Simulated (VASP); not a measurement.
# GaN (F-43m) in VASP: notebook

GaN is run at these levels: PBEsol; tasks: single point.

All numbers are computed with VASP 6.6.1; they aren't measurements. Logs are shortened: lines on timing, memory, paths and dates and some standing lists are left out, and cuts for length are marked.

## 1. The cell of the first run

The structure is cubic, space group F-43m (No. 216). Conventional cell: a = 4.483 Å, b = 4.483 Å, c = 4.483 Å, α = 90.00°, β = 90.00°, γ = 90.00°. Within 2.6 Å of Ga (site symmetry -43m) lie 4 N at 1.94 Å. N (site symmetry -43m) has 4 Ga at 1.94 Å within 2.6 Å.

## 2. Single point, PBEsol

File INCAR:

```
ALGO = Normal
EDIFF = 1E-6
ENCUT = 520
GGA = PS
ISIF = 2
ISMEAR = 0
LASPH = T
LCHARG = F
LREAL = F
LWAVE = F
NBANDS = 16
NELM = 80
PREC = Accurate
SIGMA = 0.01
```

File KPOINTS:

```
k-points
0
Gamma
  10 10 10
```

File POSCAR:

```
GaN
1.0
    2.2413965218      2.2413965218      0.0000000000
   -2.2413965218      2.2413965218      0.0000000000
    0.0000000000      2.2413965218      2.2413965218
Ga N
1 1
Direct
    0.0000000000      0.0000000000      0.0000000000
    0.2500000000      0.7500000000      0.5000000000
```

Potentials or basis: VASP PAW PBE potentials, release 64 (Ga_d, N).

The run is started by

```bash
$ cat potpaw_PBE.64/Ga_d/POTCAR potpaw_PBE.64/N/POTCAR > POTCAR
$ mpirun -np 1 vasp_std > vasp.out
```

OUTCAR:

```text
EDIFF = 1E-6
   ENCUT = 520
   GGA = PS
   ISIF = 2
   ISMEAR = 0
   LASPH = T
   LREAL = F
   NELM = 80
   PREC = Accurate

 ion  position               nearest neighbor table
   1  0.000  0.000  0.000-   2 1.94   2 1.94   2 1.94   2 1.94
   2  0.250  0.750  0.500-   1 1.94   1 1.94   1 1.94   1 1.94

  LATTYP: Found a face centered cubic cell.
 ALAT       =     4.4827930436

  Lattice vectors:

 A1 = (   0.0000000000,   2.2413965218,   2.2413965218)
 A2 = (   2.2413965218,   0.0000000000,   2.2413965218)
 A3 = (   2.2413965218,   2.2413965218,   0.0000000000)

Analysis of symmetry for initial positions (statically):
=====================================================================
 Subroutine PRICEL returns:
 Original cell was already a primitive cell.

 Routine SETGRP: Setting up the symmetry group for a
 face centered cubic supercell.

 Subroutine GETGRP returns: Found 24 space group operations
 (whereof 24 operations were pure point group operations)
 out of a pool of 48 trial point group operations.

The static configuration has the point symmetry T_d .

Analysis of symmetry for dynamics (positions and initial velocities):
=====================================================================
 Subroutine PRICEL returns:
 Original cell was already a primitive cell.

 Routine SETGRP: Setting up the symmetry group for a
 face centered cubic supercell.

 Subroutine GETGRP returns: Found 24 space group operations
 (whereof 24 operations were pure point group operations)
 out of a pool of 48 trial point group operations.

The dynamic configuration has the point symmetry T_d .

 Subroutine INISYM returns: Found 24 space group operations
 (whereof 24 operations are pure point group operations),
 and found     1 'primitive' translations

----------------------------------------------------------------------------------------

                                     Primitive cell

  volume of cell :      22.5209

  direct lattice vectors                    reciprocal lattice vectors
     2.241396522  2.241396522  0.000000000     0.223075210  0.223075210 -0.223075210
    -2.241396522  2.241396522  0.000000000    -0.223075210  0.223075210 -0.223075210
     0.000000000  2.241396522  2.241396522     0.000000000  0.000000000  0.446150420

  length of vectors
     3.169813360  3.169813360  3.169813360     0.386377598  0.386377598  0.446150420

  position of ions in fractional coordinates (direct lattice)
     0.000000000  0.000000000  0.000000000
[... 77 lines left out ...]
   NELM   =     80;   NELMIN=  2; NELMDL= -5     # of ELM steps
   EDIFF  = 0.1E-05   stopping-criterion for ELM
   LREAL  =      F    real-space projection
   EDIFFG = 0.1E-04   stopping-criterion for IOM
   NSW    =      0    number of steps for IOM
   IBRION =     -1    ionic relax: 0-MD 1-quasi-New 2-CG
   NFREE  =      0    steps in history (QN), initial steepest desc. (CG)
   ISIF   =      2    stress and relaxation
   ISYM   =      2    0-nonsym 1-usesym 2-fastsym
   POTIM  = 0.5000    time-step for ionic-motion
   TEBEG  =    0.0;   TEEND  =   0.0 temperature during run
   PSTRESS=    0.0 pullay stress
   NELECT =      18.0000    total number of electrons
   NUPDOWN=      -1.0000    fix difference up-down
   EMIN   =  10.00;   EMAX   =-10.00  energy-range for DOS
   EFERMI =   0.00;   METHOD = LEGACY
   ISMEAR =     0;   SIGMA  =   0.01  broadening in eV -4-tet -1-fermi 0-gaus
   EFERMI_NEDOS =   21; number of points for ismear=-14 and -15
   IALGO  =     38    algorithm
   IMIX   =      4    mixing-type and parameters
     AMIX     =   0.40;   BMIX     =  1.00
     AMIX_MAG =   1.60;   BMIX_MAG =  1.00
  volume/ion in A,a.u.               =      11.26        75.99
  Fermi-wavevector in a.u.,A,eV,Ry     =   1.519277  2.871017 31.405005  2.308203
  Thomas-Fermi vector in A             =   2.628285
   LORBIT       =      0    0 simple, 1 ext, 2 COOP (PROOUT), +10 PAW based schemes
   GGA     = PS    functional components
   LHFCALC =     F    Hartree Fock is set to
   AEXX    =    0.0000 exact exchange contribution
   IVDW    =     0    specifies the selected vdW correction
   LEPSILON=     F    determine dielectric tensor
   LRPA    =     F    only Hartree local field effects (RPA)
 non-spin polarized calculation
 Gauss-broadening in eV      SIGMA  =   0.01
  energy-cutoff  :      520.00
  volume of cell :       22.52
 maximum number of plane-waves:       620
   NGX = 11   NGY = 11   NGZ = 11

 number of electron      18.0000014 magnetization

 Free energy of the ion-electron system (eV)
  ---------------------------------------------------
  ext. energy  EPLUGINS =         0.00000000
  ---------------------------------------------------
  free energy    TOTEN  =       -13.12129173 eV

  energy without entropy =      -13.12129173  energy(sigma->0) =      -13.12129173

 E-fermi :   5.4718     XC(G=0): -11.9889

 val. band max:        5.3271127539   @ k =   0.0000   0.0000   0.0000
 cond. band min:       7.1133979259   @ k =   0.0000   0.0000   0.0000
 fundamental gap:      1.7862851720
 Fermi energy:         5.4718369911

 k-point     1 :       0.0000    0.0000    0.0000
  band No.  band energies     occupation
      1     -10.7456      2.00000
      2      -8.0916      2.00000
      3      -8.0916      2.00000
      4      -8.0916      2.00000
      5      -7.7497      2.00000
      6      -7.7497      2.00000
[... 433 lines left out ...]
      3      -7.8519      2.00000
      4      -7.8083      2.00000
      5      -7.7156      2.00000
      6      -5.9805      2.00000
[... 8 lines left out ...]
     15      25.1406      0.00000
     16      28.1105      0.00000

 [... further k-points ...]

------------------------ aborting loop because EDIFF is reached ----------------------------------------

  FORCE on cell =-STRESS in cart. coord.  units (eV):
  Direction    XX          YY          ZZ          XY          YZ          ZX
  --------------------------------------------------------------------------------------
  -------------------------------------------------------------------------------------
  Total        0.2455823      0.2455823      0.2455823     -0.0000000      0.0000000     -0.0000000
  in kB       17.4711499     17.4711499     17.4711499     -0.0000000      0.0000000     -0.0000000
  external PRESSURE =      17.4711499 kB  Pullay stress =       0.0000000 kB

 VOLUME and BASIS-vectors are now :
 -----------------------------------------------------------------------------
  energy-cutoff  :      520.00
  volume of cell :       22.52
      direct lattice vectors                 reciprocal lattice vectors
     2.241396522  2.241396522  0.000000000     0.223075210  0.223075210 -0.223075210
    -2.241396522  2.241396522  0.000000000    -0.223075210  0.223075210 -0.223075210
     0.000000000  2.241396522  2.241396522     0.000000000  0.000000000  0.446150420

 POSITION                                       TOTAL-FORCE (eV/Angst)
 -----------------------------------------------------------------------------------
      0.00000      0.00000      0.00000         0.000000      0.000000      0.000000
     -1.12070      3.36209      1.12070        -0.000000     -0.000000      0.000000
 -----------------------------------------------------------------------------------
    total drift:                                0.000003      0.000000     -0.000000

  FREE ENERGIE OF THE ION-ELECTRON SYSTEM (eV)
  ---------------------------------------------------
  free  energy   TOTEN  =       -13.1212917327 eV

  energy  without entropy=      -13.1212917327  energy(sigma->0) =      -13.12129173
```

OSZICAR:

```text
N       E                     dE             d eps       ncg     rms          rms(c)
DAV:   1     0.769327478214E+02    0.76933E+02   -0.92340E+03  1744   0.201E+03
DAV:   2    -0.965648186179E+01   -0.86589E+02   -0.80934E+02  1728   0.321E+02
DAV:   3    -0.148992883278E+02   -0.52428E+01   -0.52262E+01  1728   0.677E+01
DAV:   4    -0.149552030108E+02   -0.55915E-01   -0.55911E-01  1880   0.750E+00
DAV:   5    -0.149559932772E+02   -0.79027E-03   -0.79026E-03  1784   0.805E-01    0.726E+00
DAV:   6    -0.131519060659E+02    0.18041E+01   -0.42387E+00  2288   0.398E+01    0.265E+00
DAV:   7    -0.131412545448E+02    0.10652E-01   -0.27630E-01  1624   0.571E+00    0.171E+00
DAV:   8    -0.131245538712E+02    0.16701E-01   -0.51039E-02  1928   0.261E+00    0.694E-01
DAV:   9    -0.131212126043E+02    0.33413E-02   -0.11697E-02  2224   0.232E+00    0.170E-01
DAV:  10    -0.131213318123E+02   -0.11921E-03   -0.11991E-03  1832   0.468E-01    0.842E-02
DAV:  11    -0.131212899684E+02    0.41844E-04   -0.13652E-04  2296   0.178E-01    0.454E-03
DAV:  12    -0.131212918098E+02   -0.18415E-05   -0.12979E-05  1680   0.384E-02    0.415E-03
DAV:  13    -0.131212917327E+02    0.77124E-07   -0.30297E-07  1104   0.103E-02
   1 F= -.13121292E+02 E0= -.13121292E+02  d E =-.183711E-95
```

stdout:

```text
POSCAR found type information on POSCAR GaN
 POSCAR found :  2 types and       2 ions
 scaLAPACK will be used
 -----------------------------------------------------------------------------
|                                                                             |
|                                                                             |
|     You enforced a specific xc type in the INCAR file but a different       |
|     I HOPE YOU KNOW WHAT YOU ARE DOING!                                     |
|                                                                             |
 -----------------------------------------------------------------------------

 LDA part: xc-table for (Slater+PW92), standard interpolation
 POSCAR, INCAR and KPOINTS ok, starting setup
 FFT: planning ... GRIDC
 FFT: planning ... GRID_SOFT
 FFT: planning ... GRID
 WAVECAR not read
 entering main loop
```

Wall time 7.9 s (1 thread of Intel Xeon Platinum 8488C (Sapphire Rapids), shared host); peak memory 0.14 GiB.

Results:

- Free energy: -13.1213 eV
- Pressure: 1.7 GPa
- Band gap on the k mesh: 1.79 eV, direct

Levels at points of the mesh, in eV from the valence-band top:
| k point | band 6 | band 7 | band 8 | band 9 | band 10 | band 11 | band 12 | band 13 |
| --- | --- | --- | --- | --- | --- | --- | --- | --- |
| (0.00, 0.00, 0.00) | -13.08 | 0.00 | 0.00 | 0.00 | 1.79 | 10.30 | 10.30 | 10.30 |
| (0.50, 0.00, 0.00) | -11.83 | -7.22 | -1.00 | -1.00 | 4.67 | 8.71 | 10.35 | 10.35 |
| (0.50, 0.50, 0.00) | -11.40 | -6.25 | -2.79 | -2.79 | 3.23 | 6.65 | 11.69 | 14.05 |

Caveat: the PAW data sets were made with another functional, which shifts forces and pressure a little. A hybrid or GW would open this gap; PBEsol tends to underestimate it.

## 3. Single point, PBEsol

This run uses another cell than the first one, of 11.15 Å³/atom, 0.990 times its volume.

File INCAR:

```
SYSTEM = GaN
  PREC = Accurate
  ENCUT = 520
  EDIFF = 1E-7
  ISMEAR = 0
  SIGMA = 0.01
  LREAL = .FALSE.
  LASPH = .TRUE.
  NELM = 80
  ALGO = Normal
  ISIF = 2
  LWAVE = .FALSE.
  LCHARG = .TRUE.
  GGA = PS
  LELF = .TRUE.
  LVHAR = .TRUE.
  NBANDS = 16
```

File KPOINTS:

```
regular mesh
0
G
  10 10 10
  0 0 0
```

File POSCAR:

```
GaN
1.0
    2.2340052182      2.2340052182      0.0000000000
   -2.2340052182      2.2340052182      0.0000000000
    0.0000000000      2.2340052182      2.2340052182
Ga N
1 1
Direct
    0.0000000000      0.0000000000      0.0000000000
    0.2500000000      0.7500000000      0.5000000000
```

Potentials or basis: VASP PAW PBE potentials, release 64 (Ga_d, N).

The run is started by

```bash
$ cat potpaw_PBE.64/Ga_d/POTCAR potpaw_PBE.64/N/POTCAR > POTCAR
$ mpirun -np 1 vasp_std > vasp.out
```

Run time: 8.3 s. Hardware: 1 thread of Intel Xeon Platinum 8488C (Sapphire Rapids), shared host; peak memory 0.14 GiB.

It converged, with:

* Free energy: -13.1174 eV
* Pressure: 3.7 GPa
* Band gap on the k mesh: 1.85 eV, direct

Levels at points of the mesh, in eV from the valence-band top:
| k point | band 5 | band 6 | band 7 | band 8 | band 9 | band 10 | band 11 | band 12 | band 13 | band 14 |
| --- | --- | --- | --- | --- | --- | --- | --- | --- | --- | --- |
| (0.00, 0.00, 0.00) | -13.08 | -13.08 | 0.00 | 0.00 | 0.00 | 1.85 | 10.37 | 10.37 | 10.37 | 17.73 |
| (0.50, 0.00, 0.00) | -13.03 | -11.83 | -7.29 | -1.01 | -1.01 | 4.74 | 8.76 | 10.40 | 10.40 | 15.66 |
| (0.50, 0.50, 0.00) | -12.99 | -11.40 | -6.29 | -2.83 | -2.83 | 3.23 | 6.71 | 11.76 | 14.15 | 14.15 |

Caveat: the PAW data sets were made with another functional, which shifts forces and pressure a little.

[end of part 1 of 2]
